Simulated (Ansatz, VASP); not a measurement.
**One calculation of TaN, two programs**

```
Ta N
1.0
     3.02754    0.00000    0.00000
    -1.51377    2.62193    0.00000
     0.00000    0.00000    4.88499
Ta N
2 2
Direct
  0.00000 0.00000 0.00000
  0.00000 0.00000 0.50000
  0.33333 0.66667 0.25000
  0.66667 0.33333 0.75000
```

Change from the starting cell: volume scaled by 0.98, PAW files.

Alike in both runs: task electric field gradients; functional PBEsol; k mesh 9 × 9 × 5; occupations fermi-dirac, width 0.01 eV; no spin polarisation.

|  | VASP | Ansatz |
| --- | --- | --- |
| version | VASP 6.6.1 | Ansatz 0.2.0 |
| potentials or method | VASP PAW PBE potentials, release 64 (Ta_pv, N) | PAW with Ansatz's default frozen-core files, scalar-relativistic |
| plane-wave cutoff (eV) | 520 | 420 |
| valence electrons in the cell | 32 | 36 |

```tsv
	VASP	Ansatz	Ansatz less VASP
pressure (GPa)	61.2	59.4	-1.76
traceless stress, the component that is largest in VASP (GPa)	59.98	59.46	-0.519
size of Vzz on the site where it differs most (V/Å²)	178.2	202.7	+24.52
```

VASP's potentials were made for PBE, not for PBEsol. Both programs put the cell under a high pressure, so it lies far from rest at this level. The functional is the same, so the differences come from potentials, cutoffs and numerics. VASP's potentials hold 32 valence electrons a cell and Ansatz's 36, so a difference there can come from the potentials and not from the codes.

Neither program's run includes spin-orbit coupling. Noted on VASP's run: the cell as given lies far from equilibrium.
